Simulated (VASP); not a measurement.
The system is Sr2TeO.

```
O Sr Te
1.0
     4.35631    0.00000    0.00000
     0.00000    4.35631    0.00000
     0.00000    0.00000    6.17239
O Sr Te
1 2 1
Direct
  0.00000 0.00000 0.00000
  0.00000 0.00000 0.50000
  0.50000 0.50000 0.00000
  0.50000 0.50000 0.50000
```

Base run:

| Item | Value |
| --- | --- |
| Program | VASP 6.6.1 |
| Functional | PBE |
| Potentials or basis | VASP PAW PBE potentials, release 64 (O, Sr_sv, Te) |
| Cutoff | 520 eV |
| k mesh | 6 × 6 × 4 |
| Occupations | gaussian, width 0.01 eV |
| Spin | no spin polarisation |

Its results: band gap on the k mesh 1.45 eV; pressure 0.6 GPa.

Task: The run is repeated on the same cell with these changes: functional from PBE to r2SCAN; further incar settings from ALGO = Normal; EDIFF = 1e-07; NBANDS = 24 to ALGO = Normal; EDIFF = 1e-06; NBANDS = 24. What comes out?

Result: Band gap on the k mesh 1.82 eV; pressure 0.1 GPa.

Caveats: spin-orbit coupling is left out, which moves the levels of the heavy elements; the PAW data sets were made with another functional, which shifts forces and pressure a little (at least some runs).

A k mesh can miss the band edges.
